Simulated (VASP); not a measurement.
Crystal: Cl.

```
CELL_PARAMETERS angstrom
3.14500 -2.25000 0.00000
3.14500 2.25000 0.00000
0.00000 0.00000 8.21000
ATOMIC_POSITIONS crystal
Cl 0.37000 0.63000 0.40000
Cl 0.13000 0.87000 0.90000
Cl 0.63000 0.37000 0.60000
Cl 0.87000 0.13000 0.10000
```

```yaml
Program: VASP 6.6.1
Task: relaxation of cell and atoms
Functional: revPBE
Dispersion: D3(BJ)
Potentials_or_basis: VASP PAW PBE potentials, release 64 (Cl)
Cutoff: 600 eV
k_mesh: 7 × 7 × 4
Occupations: fermi-dirac, width 0.05 eV
Spin: no spin polarisation
```

At the start: pressure -0.5 GPa; volume 29.05 Å³/atom.

**Question.** Where does the relaxation end?

**Answer.** Over 17 steps the energy falls by 5.2 meV/atom and the volume is 27.60 Å³/atom (-5.0 %); space group Cmce (No. 64, to 0.1 Å) before and after.

Step by step:
| step | energy change (eV) | largest force (eV/Å) | pressure (GPa) | volume (Å³) |
| --- | --- | --- | --- | --- |
| 1 | 0.0000 | 0.1463 | -0.52 | 116.19 |
| 2 | 0.0007 | 0.3681 | 0.49 | 114.61 |
| 3 | -0.0034 | 0.1188 | -0.05 | 115.43 |
| 4 | -0.0060 | 0.1093 | -0.05 | 114.98 |
| 5 | -0.0126 | 0.0814 | -0.03 | 113.61 |
| 6 | -0.0182 | 0.0289 | 0.09 | 110.89 |
| 7 | -0.0162 | 0.1941 | -0.41 | 111.46 |
| 8 | -0.0184 | 0.0211 | -0.02 | 111.01 |
| 9 | -0.0189 | 0.0173 | -0.02 | 111.08 |
| 10 | -0.0199 | 0.0112 | -0.03 | 111.28 |
| 11 | -0.0201 | 0.0274 | -0.04 | 111.62 |
| 12 | -0.0203 | 0.0195 | -0.03 | 111.49 |
| 13 | -0.0207 | 0.0261 | 0.03 | 111.07 |
| 14 | -0.0208 | 0.0424 | 0.11 | 110.57 |
| 15 | -0.0208 | 0.0335 | 0.09 | 110.54 |
| 16 | -0.0209 | 0.0063 | 0.04 | 110.44 |
| 17 | -0.0209 | 0.0016 | 0.03 | 110.41 |

Final structure:
```
CELL_PARAMETERS angstrom
3.21594 -2.10975 0.00000
3.21594 2.10975 0.00000
0.00000 0.00000 8.13662
ATOMIC_POSITIONS crystal
Cl 0.37637 0.62363 0.39412
Cl 0.12363 0.87637 0.89412
Cl 0.62363 0.37637 0.60588
Cl 0.87637 0.12363 0.10588
```

Caveat: the PAW data sets were made with another functional, which shifts forces and pressure a little.
